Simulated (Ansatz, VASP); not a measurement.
**MoS: VASP beside Ansatz**

POSCAR

```
MoS
1.0
    0.0000000000      2.4478204267      2.4478204267
    2.4478204267      0.0000000000      2.4478204267
    2.4478204267      2.4478204267      0.0000000000
Mo S
1 1
Direct
    0.0000000000      0.0000000000      0.0000000000
    0.5000000000      0.5000000000      0.5000000000
```

INCAR.step1

```
ALGO = Normal ; EDIFF = 1E-4
ENCUT = 520 ; GGA = PE
ISMEAR = 0 ; LASPH = T
LCHARG = F ; LREAL = F
LWAVE = T ; NBANDS = 17
NELM = 80 ; PREC = Accurate
SIGMA = 0.1
```

The input INCAR.step2:

```
ALGO = Normal ; EDIFF = 1E-6
ENCUT = 520 ; ISIF = 2
ISMEAR = 0 ; ISTART = 1
LASPH = T ; LCHARG = F
LMIXTAU = T ; LREAL = F
LWAVE = F ; METAGGA = R2SCAN
NBANDS = 17 ; NELM = 80
PREC = Accurate ; SIGMA = 0.1
```

Contents of KPOINTS:

```
k-points
0
Gamma
  14 14 14
```

Input for Ansatz:

```yaml
crystal:
  lattice:
    - [0.0, 2.4478204267, 2.4478204267]
    - [2.4478204267, 0.0, 2.4478204267]
    - [2.4478204267, 2.4478204267, 0.0]
  atoms:
    - { symbol: Mo, position: [0.0, 0.0, 0.0] }
    - { symbol: S, position: [0.5, 0.5, 0.5] }
basis:
  ecutwfc: 500
kpoints:
  mp_grid: { grid: [14, 14, 14] }
hamiltonian:
  xc: r2scan
scf:
  occupations: { method: gaussian, width: 0.1 }
  lower_state_search: "off"
output:
  forces: true
  stress: true
  eigenvalues: true
```

Alike in both runs: task single point; functional r2SCAN; k mesh 14 × 14 × 14; occupations gaussian, width 0.1 eV; no spin polarisation.

|  | VASP | Ansatz |
| --- | --- | --- |
| version | VASP 6.6.1 | Ansatz 0.2.0 |
| potentials or method | VASP PAW PBE potentials, release 64 (Mo_sv, S), cutoff 520 eV | scalar-relativistic, plane waves, PAW |
| valence electrons in the cell | 20 | 20 |

VASP gave:

* gap on the k mesh at the Fermi level (eV): none
* pressure (GPa): 6.3

Question: What did Ansatz give for the same quantities?

Answer: gap on the k mesh at the Fermi level (eV): none; pressure (GPa): 6.0.

VASP's potentials were made for PBE, not for r2SCAN. A gap of «none» marks a metal or a gap that the smearing closes. With one functional, cell and mesh, what is left measures potentials, basis and numerics.
